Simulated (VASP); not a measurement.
# Cd3SeS2 (P3m1) in VASP: single point with PBE

Aim: the single point of Cd3SeS2 with PBE.

All numbers are computed with VASP 6.6.1; they aren't measurements. Logs are shortened: lines on timing, memory, paths and dates and some standing lists are left out, and cuts for length are marked.

### Step 1. The cell of the first run

It takes space group P3m1 (No. 156, trigonal). The conventional cell has a = 4.257 Å, b = 4.257 Å, c = 20.824 Å, α = 90.00°, β = 90.00°, γ = 120.00°. Cd (site symmetry 3m) has 1 S at 2.57 Å and 3 Se at 2.65 Å within 3.4 Å. Cd (site symmetry 3m) has 4 S at 2.57 to 2.58 Å within 3.4 Å. Within 3.4 Å of Cd (site symmetry 3m) lie 1 S at 2.57 Å and 3 Se at 2.65 Å. Within 3.4 Å of Cd (site symmetry 3m) lie 4 S at 2.57 to 2.58 Å. Within 3.4 Å of Cd (site symmetry 3m) lie 3 S at 2.58 Å and 1 Se at 2.69 Å. Cd (site symmetry 3m) has 3 S at 2.58 Å and 1 Se at 2.69 Å within 3.4 Å. Within 3.5 Å of Se (site symmetry 3m) lie 4 Cd at 2.65 to 2.69 Å. Se (site symmetry 3m) has 4 Cd at 2.65 to 2.69 Å within 3.5 Å.

### Step 2. Single point, PBE

Input file INCAR:

```
PREC = Accurate
ENCUT = 520
EDIFF = 1E-6
ISMEAR = 0
SIGMA = 0.01
LREAL = F
LASPH = T
NELM = 80
ALGO = Normal
ISIF = 2
LWAVE = F
LCHARG = F
GGA = PE
NBANDS = 66
```

Input file KPOINTS:

```
Automatic mesh
0
Gamma
  6 6 2
```

Input file POSCAR:

```
Cd3SeS2
1.0
    4.2569771055      0.0000000000      0.0000000000
   -2.1284885527      3.6866503167      0.0000000000
    0.0000000000      0.0000000000     20.8237044252
Cd Se S
6 2 4
Direct
    0.6666666667      0.3333333333      0.0069986000
    0.6666666667      0.3333333333      0.3307705137
    0.6666666667      0.3333333333      0.6689928125
    0.0000000000      0.0000000000      0.1687773604
    0.0000000000      0.0000000000      0.4927638605
    0.0000000000      0.0000000000      0.8307857966
    0.0000000000      0.0000000000      0.6217543478
    0.0000000000      0.0000000000      0.9597679666
    0.6666666667      0.3333333333      0.1303223847
    0.6666666667      0.3333333333      0.4543749741
    0.6666666667      0.3333333333      0.7923269008
    0.0000000000      0.0000000000      0.2923634823
```

Potentials or basis: VASP PAW PBE potentials, release 64 (Cd, Se, S).

Started as:

```sh
cat potpaw_PBE.64/Cd/POTCAR potpaw_PBE.64/Se/POTCAR potpaw_PBE.64/S/POTCAR > POTCAR
mpirun -np 1 vasp_std > vasp.out
```

OUTCAR:

```text
PREC = Accurate
   ENCUT = 520
   EDIFF = 1E-6
   ISMEAR = 0
   LREAL = F
   LASPH = T
   NELM = 80
   ISIF = 2
   GGA = PE

 ion  position               nearest neighbor table
   1  0.667  0.333  0.007-   9 2.57   8 2.65   8 2.65   8 2.65
   2  0.667  0.333  0.331-  10 2.57  12 2.58  12 2.58  12 2.58
   3  0.667  0.333  0.669-  11 2.57   7 2.65   7 2.65   7 2.65
   4  0.000  0.000  0.169-  12 2.57   9 2.58   9 2.58   9 2.58
   5  0.000  0.000  0.493-  10 2.58  10 2.58  10 2.58   7 2.69
   6  0.000  0.000  0.831-  11 2.58  11 2.58  11 2.58   8 2.69
   7  0.000  0.000  0.622-   3 2.65   3 2.65   3 2.65   5 2.69
   8  0.000  0.000  0.960-   1 2.65   1 2.65   1 2.65   6 2.69
   9  0.667  0.333  0.130-   1 2.57   4 2.58   4 2.58   4 2.58
  10  0.667  0.333  0.454-   2 2.57   5 2.58   5 2.58   5 2.58
  11  0.667  0.333  0.792-   3 2.57   6 2.58   6 2.58   6 2.58
  12  0.000  0.000  0.292-   4 2.57   2 2.58   2 2.58   2 2.58

  LATTYP: Found a hexagonal cell.
 ALAT       =     4.2569771055
 C/A-ratio  =     4.8916646506

  Lattice vectors:

 A1 = (   4.2569771055,   0.0000000000,   0.0000000000)
 A2 = (  -2.1284885527,   3.6866503167,   0.0000000000)
 A3 = (   0.0000000000,   0.0000000000,  20.8237044252)

Analysis of symmetry for initial positions (statically):
=====================================================================
 Subroutine PRICEL returns:
 Original cell was already a primitive cell.

 Routine SETGRP: Setting up the symmetry group for a
 hexagonal supercell.

 Subroutine GETGRP returns: Found  6 space group operations
 (whereof  6 operations were pure point group operations)
 out of a pool of 24 trial point group operations.

The static configuration has the point symmetry C_3v.

Analysis of symmetry for dynamics (positions and initial velocities):
=====================================================================
 Subroutine PRICEL returns:
 Original cell was already a primitive cell.

 Routine SETGRP: Setting up the symmetry group for a
 hexagonal supercell.

 Subroutine GETGRP returns: Found  6 space group operations
 (whereof  6 operations were pure point group operations)
 out of a pool of 24 trial point group operations.

The dynamic configuration has the point symmetry C_3v.

 Subroutine INISYM returns: Found  6 space group operations
 (whereof  6 operations are pure point group operations),
 and found     1 'primitive' translations

----------------------------------------------------------------------------------------

                                     Primitive cell

  volume of cell :     326.8069

  direct lattice vectors                    reciprocal lattice vectors
     4.256977105  0.000000000  0.000000000     0.234908475  0.135624471  0.000000000
    -2.128488553  3.686650317  0.000000000     0.000000000  0.271248943  0.000000000
     0.000000000  0.000000000 20.823704425     0.000000000  0.000000000  0.048022195

  length of vectors
     4.256977105  4.256977105 20.823704425     0.271248943  0.271248943  0.048022195

  position of ions in fractional coordinates (direct lattice)
     0.666666667  0.333333333  0.006998600
     0.666666667  0.333333333  0.330770514
     0.666666667  0.333333333  0.668992813
     0.000000000  0.000000000  0.168777360
     0.000000000  0.000000000  0.492763860
     0.000000000  0.000000000  0.830785797
     0.000000000  0.000000000  0.621754348
     0.000000000  0.000000000  0.959767967
     0.666666667  0.333333333  0.130322385
     0.666666667  0.333333333  0.454374974
     0.666666667  0.333333333  0.792326901
     0.000000000  0.000000000  0.292363482

  ion indices of the primitive-cell ions
   primitive index   ion index
                 1           1
                 2           2
                 3           3
                 4           4
                 5           5
                 6           6
                 7           7
                 8           8
                 9           9
                10          10
                11          11
                12          12

----------------------------------------------------------------------------------------

 KPOINTS: Automatic mesh

Automatic generation of k-mesh.
 Grid dimensions read from file:
 generate k-points for:    6    6    2

 Generating k-lattice:

  Cartesian coordinates                     Fractional coordinates (reciprocal lattice)
     0.039151413  0.022604079  0.000000000     0.166666667  0.000000000  0.000000000
     0.000000000  0.045208157  0.000000000     0.000000000  0.166666667  0.000000000
     0.000000000  0.000000000  0.024011098     0.000000000  0.000000000  0.500000000

  Length of vectors
     0.045208157  0.045208157  0.024011098

  Shift w.r.t. Gamma in fractional coordinates (k-lattice)
     0.000000000  0.000000000  0.000000000

 Subroutine IBZKPT returns following result:
 ===========================================

 Found     14 irreducible k-points:

 Following reciprocal coordinates:
            Coordinates               Weight
  0.000000  0.000000  0.000000      1.000000
  0.166667  0.000000  0.000000      6.000000
  0.333333  0.000000  0.000000      6.000000
  0.500000  0.000000  0.000000      3.000000
  0.166667  0.166667  0.000000      6.000000
  0.333333  0.166667  0.000000     12.000000
  0.333333  0.333333  0.000000      2.000000
  0.000000  0.000000  0.500000      1.000000
  0.166667  0.000000  0.500000      6.000000
  0.333333  0.000000  0.500000      6.000000
  0.500000  0.000000  0.500000      3.000000
  0.166667  0.166667  0.500000      6.000000
  0.333333  0.166667  0.500000     12.000000
  0.333333  0.333333  0.500000      2.000000
   k-points           NKPTS =     14   k-points in BZ     NKDIM =     14   number of bands    NBANDS=     66
   number of dos      NEDOS =    301   number of ions     NIONS =     12
   total plane-waves  NPLWV = 163840
   dimension x,y,z NGX =    32 NGY =   32 NGZ =  160
   dimension x,y,z NGXF=    64 NGYF=   64 NGZF=  320
   ions per type =               6   2   4
   NGX,Y,Z   is equivalent  to a cutoff of  12.50, 12.50, 12.77 a.u.
   NGXF,Y,Z  is equivalent  to a cutoff of  24.99, 24.99, 25.55 a.u.
 SYSTEM =  unknown system
   PREC   = accura    normal or accurate (medium, high low for compatibility)
   ISTART =      0    job   : 0-new  1-cont  2-samecut
   ICHARG =      2    charge: 1-file 2-atom 10-const
   ISPIN  =      1    spin polarized calculation?
   LNONCOLLINEAR =      F non collinear calculations
   LSORBIT =      F    spin-orbit coupling
   LASPH  =      T    aspherical Exc in radial PAW
   ENCUT  =  520.0 eV  38.22 Ry    6.18 a.u.   7.92  7.92 38.72*2*pi/ulx,y,z
   NELM   =     80;   NELMIN=  2; NELMDL= -5     # of ELM steps
   EDIFF  = 0.1E-05   stopping-criterion for ELM
   LREAL  =      F    real-space projection
   EDIFFG = 0.1E-04   stopping-criterion for IOM
   NSW    =      0    number of steps for IOM
   IBRION =     -1    ionic relax: 0-MD 1-quasi-New 2-CG
   NFREE  =      0    steps in history (QN), initial steepest desc. (CG)
   ISIF   =      2    stress and relaxation
   ISYM   =      2    0-nonsym 1-usesym 2-fastsym
   POTIM  = 0.5000    time-step for ionic-motion
   TEBEG  =    0.0;   TEEND  =   0.0 temperature during run
   PSTRESS=    0.0 pullay stress
   NELECT =     108.0000    total number of electrons
   NUPDOWN=      -1.0000    fix difference up-down
   EMIN   =  10.00;   EMAX   =-10.00  energy-range for DOS
   EFERMI =   0.00;   METHOD = LEGACY
   ISMEAR =     0;   SIGMA  =   0.01  broadening in eV -4-tet -1-fermi 0-gaus
   EFERMI_NEDOS =   21; number of points for ismear=-14 and -15
   IALGO  =     38    algorithm
   IMIX   =      4    mixing-type and parameters
     AMIX     =   0.40;   BMIX     =  1.00
     AMIX_MAG =   1.60;   BMIX_MAG =  1.00
  volume/ion in A,a.u.               =      27.23       183.78
  Fermi-wavevector in a.u.,A,eV,Ry     =   1.131842  2.138871 17.429954  1.281065
  Thomas-Fermi vector in A             =   2.268541
   LORBIT       =      0    0 simple, 1 ext, 2 COOP (PROOUT), +10 PAW based schemes
   GGA     = PE    functional components
   LHFCALC =     F    Hartree Fock is set to
   AEXX    =    0.0000 exact exchange contribution
   IVDW    =     0    specifies the selected vdW correction
   LEPSILON=     F    determine dielectric tensor
   LRPA    =     F    only Hartree local field effects (RPA)
 non-spin polarized calculation
 Gauss-broadening in eV      SIGMA  =   0.01
  energy-cutoff  :      520.00
  volume of cell :      326.81
 maximum number of plane-waves:      8886
 NGX is ok and might be reduce to    32
   NGX = 15   NGY = 15   NGZ = 77

 number of electron     108.0000003 magnetization

 Free energy of the ion-electron system (eV)
  ---------------------------------------------------
  ext. energy  EPLUGINS =         0.00000000
  ---------------------------------------------------
  free energy    TOTEN  =       -35.50493202 eV

  energy without entropy =      -35.50493202  energy(sigma->0) =      -35.50493202

 E-fermi :   1.0530     XC(G=0):  -8.8223

 val. band max:        0.9621287026   @ k =   0.0000   0.0000   0.0000
 cond. band min:       1.6707471927   @ k =   0.0000   0.0000   0.0000
 fundamental gap:      0.7086184901
 Fermi energy:         1.0530457574

 k-point     1 :       0.0000    0.0000    0.0000
  band No.  band energies     occupation
      1     -11.3876      2.00000
      2     -11.2938      2.00000
      3     -11.2840      2.00000
      4     -11.1126      2.00000
      5     -11.0971      2.00000
      6     -11.0074      2.00000
[... 58 lines left out ...]
     65       7.1722      0.00000
     66       7.1829      0.00000

 k-point     2 :       0.1667    0.0000    0.0000
  band No.  band energies     occupation
      1     -11.3066      2.00000
      2     -11.2221      2.00000
      3     -11.2130      2.00000
      4     -11.0639      2.00000
      5     -11.0499      2.00000
      6     -10.9717      2.00000
[... 58 lines left out ...]
     65       6.5063      0.00000
     66       7.2858      0.00000

 k-point     3 :       0.3333    0.0000    0.0000
  band No.  band energies     occupation
      1     -11.1322      2.00000
      2     -11.0728      2.00000
      3     -11.0632      2.00000
      4     -10.9725      2.00000
      5     -10.9611      2.00000
      6     -10.9103      2.00000
[... 748 lines left out ...]
     65       6.5469      0.00000
     66       6.6475      0.00000

 k-point    14 :       0.3333    0.3333    0.5000
  band No.  band energies     occupation
      1     -10.9612      2.00000
      2     -10.9489      2.00000
      3     -10.9339      2.00000
      4     -10.9272      2.00000
      5     -10.9150      2.00000
      6     -10.8990      2.00000
[... 58 lines left out ...]
     65       6.9084      0.00000
     66       7.1735      0.00000

------------------------ aborting loop because EDIFF is reached ----------------------------------------

  FORCE on cell =-STRESS in cart. coord.  units (eV):
  Direction    XX          YY          ZZ          XY          YZ          ZX
  --------------------------------------------------------------------------------------
  -------------------------------------------------------------------------------------
  Total        0.5679930      0.5679930      0.5640546      0.0000000      0.0000000      0.0000000
  in kB        2.7845967      2.7845967      2.7652886      0.0000000      0.0000000      0.0000000
  external PRESSURE =       2.7781607 kB  Pullay stress =       0.0000000 kB

 VOLUME and BASIS-vectors are now :
 -----------------------------------------------------------------------------
  energy-cutoff  :      520.00
  volume of cell :      326.81
      direct lattice vectors                 reciprocal lattice vectors
     4.256977105  0.000000000  0.000000000     0.234908475  0.135624471  0.000000000
    -2.128488553  3.686650317  0.000000000     0.000000000  0.271248943  0.000000000
     0.000000000  0.000000000 20.823704425     0.000000000  0.000000000  0.048022195

 POSITION                                       TOTAL-FORCE (eV/Angst)
 -----------------------------------------------------------------------------------
      2.12849      1.22888      0.14574        -0.000000     -0.000000      0.001861
      2.12849      1.22888      6.88787        -0.000000     -0.000000     -0.000327
      2.12849      1.22888     13.93091        -0.000000      0.000000      0.002177
      0.00000      0.00000      3.51457        -0.000000      0.000000     -0.001093
      0.00000      0.00000     10.26117        -0.000000      0.000000      0.001976
      0.00000      0.00000     17.30004         0.000000      0.000000      0.001460
      0.00000      0.00000     12.94723        -0.000000      0.000000     -0.005817
      0.00000      0.00000     19.98592        -0.000000      0.000000     -0.005517
      2.12849      1.22888      2.71379         0.000000     -0.000000      0.000722
      2.12849      1.22888      9.46177         0.000000      0.000000      0.001951
      2.12849      1.22888     16.49918         0.000000     -0.000000      0.001664
      0.00000      0.00000      6.08809        -0.000000      0.000000      0.000944
 -----------------------------------------------------------------------------------
    total drift:                                0.000000     -0.000000      0.001116

  FREE ENERGIE OF THE ION-ELECTRON SYSTEM (eV)
  ---------------------------------------------------
  free  energy   TOTEN  =       -35.5049320171 eV

  energy  without entropy=      -35.5049320171  energy(sigma->0) =      -35.50493202
```

Wall time 7 min (1 thread of Intel Xeon Platinum 8259CL at 2.50GHz (Skylake/Cascade Lake), shared host); peak memory 0.55 GiB.

Results:

```
Free energy            : -35.5049 eV
Pressure               : 0.3 GPa
Largest force          : 0.006 eV/Å
Band gap on the k mesh : 0.71 eV
```

Forces in eV/Å, atoms in the order of the input:
```
Cd   0.000  0.000  0.002
Cd   0.000  0.000  0.000
Cd   0.000  0.000  0.002
Cd   0.000  0.000 -0.001
Cd   0.000  0.000  0.002
Cd   0.000  0.000  0.001
Se   0.000  0.000 -0.006
Se   0.000  0.000 -0.006
S    0.000  0.000  0.001
S    0.000  0.000  0.002
S    0.000  0.000  0.002
S    0.000  0.000  0.001
```
